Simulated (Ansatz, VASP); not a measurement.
Two plane-wave programs on HfN

```
Hf N
1.0
     0.00000    2.43353    2.43353
     2.25102    0.00000    2.43353
     2.25102    2.43353    0.00000
Hf N
1 1
Direct
  0.00000 0.00000 0.00000
  0.75000 0.75000 0.75000
```

Change from the starting cell: strain -0.0750 x Voigt [1, 0, 0, 0, 0, 0], atoms carried along.

Alike in both runs: task single point; functional PBEsol; k mesh 22 × 22 × 22; occupations gaussian, width 0.15 eV; no spin polarisation.

|  | VASP | Ansatz |
| --- | --- | --- |
| version | VASP 6.6.1 | Ansatz 0.2.0 |
| potentials or method | VASP PAW PBE potentials, release 64 (Hf_pv, N), cutoff 520 eV | scalar-relativistic, plane waves, PAW |
| valence electrons in the cell | 15 | 31 |

```tsv
	VASP	Ansatz	Ansatz less VASP
gap on the k mesh at the Fermi level (eV)	none	none	-
pressure (GPa)	17.4	18.0	+0.60
traceless stress, the component that is largest in VASP (GPa)	6.29	6.35	+0.059
```

VASP's potentials were made for PBE, not for PBEsol. A gap of «none» marks a metal or a gap that the smearing closes. VASP's potentials hold 15 valence electrons a cell and Ansatz's 31, so a difference there can come from the potentials and not from the codes.

Spin-orbit coupling is off throughout.
